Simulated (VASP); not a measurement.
# Cr: single point with PBE

Crystal: Cr.

```
Cr
1.0
     0.00000    1.81444    1.81444
     1.81444    0.00000    1.81444
     1.81444    1.81444    0.00000
Cr
1
Direct
  0.00000 0.00000 0.00000
```

```yaml
Program: VASP 6.6.1
Task: single point
Functional: PBE
Potentials_or_basis: VASP PAW PBE potentials, release 64 (Cr_pv)
Cutoff: 520 eV
k_mesh: 15 × 15 × 15
Occupations: fermi-dirac, width 0.136057 eV
Spin: no spin polarisation
```

```json
{"Pressure": "-0.9 GPa", "Band gap on the k mesh": "zero (band 6 reaches 12.72 eV, above the bottom of band 7 at 9.84 eV)"}
```

Levels at points of the mesh, in eV from the Fermi level:
```tsv
k point	band 3	band 4	band 5	band 6	band 7	band 8	band 9	band 10
(0.00, 0.00, 0.00)	-42.40	-7.51	-0.44	-0.44	-0.44	1.30	1.30	7.50
```

Wall time 20 s on 1 thread of Intel Xeon 8259CL (shared host), peak memory 0.13 GiB.

Caveat: the run has no spin polarisation, though such a crystal can be magnetic. Spin polarisation is off, so any magnetic state and its effect on volume and gap are missing.
